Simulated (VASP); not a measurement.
Crystal: NiO.

```xyz
2
Lattice="0.0000 2.0577 2.0577 2.0577 0.0000 2.0577 2.0577 2.0577 0.0000" Properties=species:S:1:pos:R:3 pbc="T T T"
Ni    0.0000    0.0000    0.0000
O     2.0577    2.0577    2.0577
```

Base run:

| Property | Result |
| --- | --- |
| Program | VASP 6.6.1 |
| Functional | PBEsol |
| Dispersion | D4 |
| Potentials or basis | VASP PAW PBE potentials, release 64 (Ni, O) |
| Cutoff | 520 eV |
| k mesh | 11 × 11 × 11 |
| Occupations | fermi-dirac, width 0.05 eV |
| Spin | collinear spin, ferromagnetic start |
| Starting moments | [1.0, 0.0] μB |

Its results: pressure -2.3 GPa; net moment 1.24 μB per cell; site moments Ni +1.03; O +0.17 μB.

The run is repeated on the same cell with these changes: functional from PBEsol to revPBE. What comes out?

Pressure 10.2 GPa; net moment 1.62 μB per cell; site moments Ni +1.34; O +0.24 μB.

revPBE binds less tightly than PBEsol, so the same cell stands under more pressure.

Caveats: the PAW data sets were made with another functional, which shifts forces and pressure a little; a cell with one magnetic atom can't hold antiferromagnetic order, which such compounds often take; pairwise dispersion overbinds metals, which lowers pressure and volume.
